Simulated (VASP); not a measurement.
# MgH2 (Fm-3m) in VASP: a series of runs, part 2 of 2

VASP 6.6.1. Earlier steps stand in the parts before.

### 5 Single point, PBE+D3(BJ), collinear spin, ferromagnetic start

This run uses another cell than the first one, of 11.16 Å³/atom, 1.127 times its volume.

The input, INCAR:

```
PREC = Accurate
ENCUT = 520
EDIFF = 1E-7
ISMEAR = 0
SIGMA = 0.1
LREAL = False
LASPH = True
NELM = 150
ALGO = Normal
ISIF = 2
LWAVE = False
LCHARG = False
ISPIN = 2
MAGMOM = 0.5 0 0
LORBIT = 11
GGA = PE
IVDW = 12
NBANDS = 13
```

The input, KPOINTS:

```
regular mesh
0
Gamma
  2 2 2
```

The input, POSCAR:

```
MgH2
1.0
    0.0000000000      2.5580687257      2.5580687257
    2.5580687257      0.0000000000      2.5580687257
    2.5580687257      2.5580687257      0.0000000000
Mg H
1 2
Direct
    0.0000000000      0.0000000000      0.0000000000
    0.7500000000      0.7500000000      0.7500000000
    0.2500000000      0.2500000000      0.2500000000
```

Potentials or basis: VASP PAW PBE potentials, release 64 (Mg, H).

Launch:

```bash
cat potpaw_PBE.64/Mg/POTCAR potpaw_PBE.64/H/POTCAR > POTCAR
mpirun -np 1 vasp_std > vasp.out
```

OUTCAR:

```text
PREC = Accurate
   ENCUT = 520
   EDIFF = 1E-7
   ISMEAR = 0
   LREAL = False
   LASPH = True
   NELM = 150
   ISIF = 2
   ISPIN = 2
   LORBIT = 11
   GGA = PE
   IVDW = 12
 IVDW          = 12

 ion  position               nearest neighbor table
   1  0.000  0.000  0.000-   2 2.22   2 2.22   2 2.22   2 2.22   3 2.22   3 2.22   3 2.22   3 2.22

   2  0.750  0.750  0.750-   1 2.22   1 2.22   1 2.22   1 2.22
   3  0.250  0.250  0.250-   1 2.22   1 2.22   1 2.22   1 2.22

  LATTYP: Found a face centered cubic cell.
 ALAT       =     5.1161374514

  Lattice vectors:

 A1 = (   0.0000000000,   2.5580687257,   2.5580687257)
 A2 = (   2.5580687257,   0.0000000000,   2.5580687257)
 A3 = (   2.5580687257,   2.5580687257,   0.0000000000)

Analysis of symmetry for initial positions (statically):
=====================================================================
 Subroutine PRICEL returns:
 Original cell was already a primitive cell.

 Routine SETGRP: Setting up the symmetry group for a
 face centered cubic supercell.

 Subroutine GETGRP returns: Found 48 space group operations
 (whereof 48 operations were pure point group operations)
 out of a pool of 48 trial point group operations.

The static configuration has the point symmetry O_h .

Analysis of symmetry for dynamics (positions and initial velocities):
=====================================================================
 Subroutine PRICEL returns:
 Original cell was already a primitive cell.

 Routine SETGRP: Setting up the symmetry group for a
 face centered cubic supercell.

 Subroutine GETGRP returns: Found 48 space group operations
 (whereof 48 operations were pure point group operations)
 out of a pool of 48 trial point group operations.

The dynamic configuration has the point symmetry O_h .

Analysis of structural, dynamic, and magnetic symmetry:
=====================================================================
 Subroutine PRICEL returns:
 Original cell was already a primitive cell.

 Routine SETGRP: Setting up the symmetry group for a
 face centered cubic supercell.

 Subroutine GETGRP returns: Found 48 space group operations
 (whereof 48 operations were pure point group operations)
 out of a pool of 48 trial point group operations.

The overall configuration has the point symmetry O_h .

 Subroutine INISYM returns: Found 48 space group operations
 (whereof 48 operations are pure point group operations),
 and found     1 'primitive' translations

----------------------------------------------------------------------------------------

                                     Primitive cell

  volume of cell :      33.4785

  direct lattice vectors                    reciprocal lattice vectors
     0.000000000  2.558068726  2.558068726    -0.195459956  0.195459956  0.195459956
     2.558068726  0.000000000  2.558068726     0.195459956 -0.195459956  0.195459956
     2.558068726  2.558068726  0.000000000     0.195459956  0.195459956 -0.195459956

  length of vectors
     3.617655485  3.617655485  3.617655485     0.338546574  0.338546574  0.338546574

  position of ions in fractional coordinates (direct lattice)
     0.000000000  0.000000000  0.000000000
     0.750000000  0.750000000  0.750000000
     0.250000000  0.250000000  0.250000000

  ion indices of the primitive-cell ions
   primitive index   ion index
                 1           1
                 2           2
                 3           3

[... 75 lines left out ...]
   LHFCALC =     F    Hartree Fock is set to
   AEXX    =    0.0000 exact exchange contribution
   IVDW    =    12    specifies the selected vdW correction
   LEPSILON=     F    determine dielectric tensor
   LRPA    =     F    only Hartree local field effects (RPA)
 spin polarized calculation
 Gauss-broadening in eV      SIGMA  =   0.10
  energy-cutoff  :      520.00
  volume of cell :       33.48
 maximum number of plane-waves:       934
 NGX is ok and might be reduce to    28
   NGX = 13   NGY = 13   NGZ = 13

 number of electron       4.0000000 magnetization       0.5000000

 number of electron       3.9999999 magnetization      -0.2509316

 Free energy of the ion-electron system (eV)
  ---------------------------------------------------
  ext. energy  EPLUGINS =         0.00000000
  ---------------------------------------------------
  free energy    TOTEN  =        -8.43619119 eV

  energy without entropy =       -8.42654980  energy(sigma->0) =       -8.43137050

 E-fermi :   1.2358     XC(G=0):  -8.3347

 val. band max:        1.2053177552   @ k =   0.5000   0.5000   0.0000
 cond. band min:       1.6224767578   @ k =   0.5000   0.5000   0.0000
 fundamental gap:      0.4171590026
 Fermi energy:         1.2357747702

 spin component 1

 k-point     1 :       0.0000    0.0000    0.0000
  band No.  band energies     occupation
      1      -6.8805      1.00000
      2       1.9870      0.00000
      3      10.3676      0.00000
      4      10.3676      0.00000
      5      10.3676      0.00000
      6      12.0052      0.00000
      7      12.0052      0.00000
      8      12.0052      0.00000
      9      12.3096      0.00000
     10      16.1795      0.00000
     11      16.1795      0.00000
     12      17.5391      0.00000
     13      17.5391      0.00000
[... 17 lines left out ...]
 k-point     3 :       0.5000    0.5000    0.0000
  band No.  band energies     occupation
      1      -3.3383      1.00000
      2      -0.5361      1.00000
      3       1.6225      0.00000
      4       6.0524      0.00000
      5       6.0524      0.00000
      6       8.7383      0.00000
      7      15.7195      0.00000
      8      19.7999      0.00000
      9      19.7999      0.00000
     10      20.6599      0.00000
     11      21.3443      0.00000
     12      23.2606      0.00000
     13      23.8493      0.00000
 Fermi energy:         1.2357747702

 spin component 2

 k-point     1 :       0.0000    0.0000    0.0000
  band No.  band energies     occupation
      1      -7.0998      1.00000
      2       2.0228      0.00000
      3      10.1497      0.00000
      4      10.1497      0.00000
      5      10.1497      0.00000
      6      11.5689      0.00000
      7      11.5689      0.00000
      8      11.5689      0.00000
      9      11.9530      0.00000
     10      15.7511      0.00000
     11      15.7511      0.00000
     12      16.9508      0.00000
     13      17.2366      0.00000
[... 18 lines left out ...]
  band No.  band energies     occupation
      1      -3.4503      1.00000
      2      -0.5619      1.00000
      3       1.2053      0.66667
      4       5.7194      0.00000
      5       5.7194      0.00000
      6       8.1640      0.00000
      7      15.4452      0.00000
      8      19.5991      0.00000
      9      19.5991      0.00000
     10      20.1258      0.00000
     11      21.1460      0.00000
     12      23.0010      0.00000
     13      23.5140      0.00000

------------------------ aborting loop because EDIFF is reached ----------------------------------------

 Edisp (eV)   -0.37007

 E8    (eV) :    -0.1361

  FORCE on cell =-STRESS in cart. coord.  units (eV):
  Direction    XX          YY          ZZ          XY          YZ          ZX
  --------------------------------------------------------------------------------------
  -------------------------------------------------------------------------------------
  Total      -2.52088    -2.52088    -2.52088    -0.00000    -0.00000     0.00000
  in kB    -120.64127  -120.64127  -120.64127    -0.00000    -0.00000     0.00000
  external pressure =     -120.64 kB  Pullay stress =        0.00 kB

 VOLUME and BASIS-vectors are now :
 -----------------------------------------------------------------------------
  energy-cutoff  :      520.00
  volume of cell :       33.48
      direct lattice vectors                 reciprocal lattice vectors
     0.000000000  2.558068726  2.558068726    -0.195459956  0.195459956  0.195459956
     2.558068726  0.000000000  2.558068726     0.195459956 -0.195459956  0.195459956
     2.558068726  2.558068726  0.000000000     0.195459956  0.195459956 -0.195459956

 POSITION                                       TOTAL-FORCE (eV/Angst)
 -----------------------------------------------------------------------------------
      0.00000      0.00000      0.00000        -0.000000     -0.000000     -0.000000
      3.83710      3.83710      3.83710        -0.000000     -0.000000     -0.000000
      1.27903      1.27903      1.27903         0.000000      0.000000      0.000000
 -----------------------------------------------------------------------------------
    total drift:                                0.000000      0.000000      0.000000

  FREE ENERGIE OF THE ION-ELECTRON SYSTEM (eV)
  ---------------------------------------------------
  free  energy   TOTEN  =        -8.8062563549 eV

  energy  without entropy=       -8.7966149563  energy(sigma->0) =       -8.80143566

 total charge

# of ion       s       p       d       tot
------------------------------------------
    1        0.149   0.092   0.031   0.272
    2        0.499   0.004   0.000   0.503
    3        0.499   0.004   0.000   0.503
--------------------------------------------------
tot          1.147   0.100   0.031   1.277

 magnetization (x)

# of ion       s       p       d       tot
------------------------------------------
    1       -0.046  -0.001  -0.003  -0.050
    2        0.008  -0.002   0.000   0.006
    3        0.008  -0.002   0.000   0.006
--------------------------------------------------
tot         -0.031  -0.005  -0.003  -0.039
```

It took 17 s on 1 thread of AMD EPYC 7R13, shared host; peak memory 0.15 GiB.

Results:

| Property | Result |
| --- | --- |
| Free energy | -8.8063 eV |
| Pressure | -12.1 GPa |
| Net moment | -0.25 μB per cell |
| Site moments | Mg -0.05; H +0.01 μB |
| Valence electrons inside the program's atomic spheres | Mg 0.27; H 0.50 |
| Dispersion energy per atom | -0.123 eV |

Caveat: the k points lie up to 1.06 Å⁻¹ apart; pairwise dispersion overbinds metals, which lowers pressure and volume.

### 6 The runs side by side

| level | spin | cell | k mesh | gap on the mesh (eV) | pressure (GPa) |
| --- | --- | --- | --- | --- | --- |
| PBE | off | a = 3.476 Å, angles 60.0°, 3 atoms | 4 × 4 × 4 | none | -5.3 |
| PBEsol | off | a = 3.367 Å, angles 60.0°, 3 atoms | 4 × 4 × 4 | none | -1.6 |
| PBE+D3(BJ) | collinear, ferromagnetic start | a = 3.618 Å, angles 60.0°, 3 atoms | 2 × 2 × 2 | none | -12.1 |

Alike in all rows: task single point; potentials or basis VASP PAW PBE potentials, release 64 (Mg, H); cutoff (eV) 520; smearing gaussian 0.1 eV.

Caveats: all runs use coarse meshes; the PAW data sets were made with another functional, which shifts forces and pressure a little (some runs); pairwise dispersion overbinds metals, which lowers pressure and volume (some runs).

Absolute energies hang on the potentials; compare differences alone.
